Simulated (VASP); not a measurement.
A run of VASP 6.6.1 is set up as follows.

INCAR

```
SYSTEM = Si24O47
PREC     = Accurate       ! precision mode
ENCUT    = 520            ! plane-wave cutoff, eV
EDIFF    = 1E-6           ! SCF threshold, eV
ISMEAR   = -1             ! smearing method
SIGMA    = 0.05           ! smearing width, eV
LREAL    = Auto         
LASPH    = .True.         ! aspherical terms in the spheres
NELM     = 60             ! most SCF steps
ALGO     = Normal         ! electronic algorithm
ISIF     = 2              ! what is computed and relaxed
LWAVE    = .False.        ! write WAVECAR
LCHARG   = .False.        ! write CHGCAR
GGA      = PS             ! functional
NBANDS   = 230            ! bands
```

File KPOINTS:

```
regular mesh
0
Gamma
  1 1 1
  0 0 0
```

Contents of POSCAR:

```
Si24O47
1.0
    8.3886930000      0.0000000000      0.0000000000
    0.0000000000      8.3886930000      0.0000000000
    0.0000000000      0.0000000000      8.0356430000
Si O
24 47
Direct
    0.0007200000      0.0002600000      0.0001900000
    0.0014700000      0.9996300000      0.3334300000
    0.0007200000      0.0002400000      0.6666800000
    0.9988800000      0.4982300000      0.9999500000
    0.0057600000      0.5050800000      0.3333400000
    0.9988400000      0.4981800000      0.6667400000
    0.5027600000      0.0020900000      0.0001500000
    0.4992600000      0.9985700000      0.3334100000
    0.5026500000      0.0020000000      0.6667300000
    0.5009000000      0.5000500000      0.0001900000
    0.5003200000      0.5008200000      0.3334100000
    0.5008900000      0.5000500000      0.6666800000
    0.2513700000      0.2485300000      0.1670400000
    0.2514000000      0.2485100000      0.4997600000
    0.2508100000      0.2501500000      0.8334100000
    0.2514100000      0.7507400000      0.1654600000
    0.2513900000      0.7507000000      0.5013400000
    0.2501900000      0.7495100000      0.8334000000
    0.7542700000      0.2536200000      0.1760500000
    0.7540100000      0.2533600000      0.4911100000
    0.7499000000      0.2492800000      0.8335100000
    0.7492100000      0.7506900000      0.1670300000
    0.7492000000      0.7507100000      0.4997700000
    0.7508100000      0.7501300000      0.8334100000
    0.1536400000      0.1530600000      0.9999000000
    0.1550200000      0.1516600000      0.3334100000
    0.1536600000      0.1530800000      0.6668800000
    0.1527100000      0.6520400000      0.0008300000
    0.1543600000      0.6537300000      0.3333800000
    0.1527200000      0.6520800000      0.6659200000
    0.6549900000      0.1543500000      0.0026500000
    0.6494900000      0.1488400000      0.3334300000
    0.6548300000      0.1542000000      0.6643900000
    0.6537100000      0.6529600000      0.9998900000
    0.6523400000      0.6543300000      0.3334300000
    0.6537300000      0.6530100000      0.6668900000
    0.3470500000      0.3473600000      0.0009700000
    0.3471800000      0.3471000000      0.3334100000
    0.3471900000      0.3473200000      0.6658500000
    0.3476300000      0.8469500000      0.9992800000
    0.3473500000      0.8466900000      0.3334300000
    0.3476300000      0.8469600000      0.6675800000
    0.8482100000      0.3476100000      0.0001600000
    0.5983300000      0.4047500000      0.4983000000
    0.8479900000      0.3473600000      0.6666300000
    0.8480100000      0.8463800000      0.0009700000
    0.8477500000      0.8465400000      0.3334300000
    0.8479700000      0.8465300000      0.6658500000
    0.0947500000      0.4008500000      0.1689500000
    0.0947300000      0.4008700000      0.4977800000
    0.0978000000      0.4028500000      0.8333100000
    0.0979700000      0.9025200000      0.1666200000
    0.0979500000      0.9025600000      0.5002300000
    0.0972000000      0.9026000000      0.8334100000
    0.5982800000      0.4048200000      0.1685400000
    0.5971500000      0.4029100000      0.8334600000
    0.5967100000      0.9019400000      0.1662100000
    0.5967100000      0.9019500000      0.5006100000
    0.5987900000      0.9040500000      0.8334600000
    0.4026100000      0.0960500000      0.1662100000
    0.4026100000      0.0960700000      0.5006200000
    0.4047000000      0.0981300000      0.8334600000
    0.4031900000      0.5973200000      0.1666200000
    0.4032000000      0.5972900000      0.5002200000
    0.4032200000      0.5965500000      0.8334200000
    0.9054700000      0.0976400000      0.1685400000
    0.9053900000      0.0976800000      0.4983000000
    0.9035600000      0.0965100000      0.8334500000
    0.9014900000      0.5941100000      0.1689600000
    0.9015000000      0.5940900000      0.4977800000
    0.9035000000      0.5971400000      0.8333100000
```

Potentials or basis: VASP PAW PBE potentials, release 64 (Si, O).

Command:

```bash
$ cat potpaw_PBE.64/Si/POTCAR potpaw_PBE.64/O/POTCAR > POTCAR
$ mpirun -np 1 vasp_gam > vasp.out
```

Estimate the band gap on the k mesh.

4.34 eV.

What does it give for the largest force?

0.146 eV/Å.

Estimate the pressure.

0.3 GPa.

Stress tensor (GPa, compression positive):
```
-0.22 -0.34 -0.01
-0.34 -0.22 -0.01
-0.01 -0.01  1.36
```

Caveat: the k points lie up to 0.78 Å⁻¹ apart; the PAW data sets were made with another functional, which shifts forces and pressure a little.
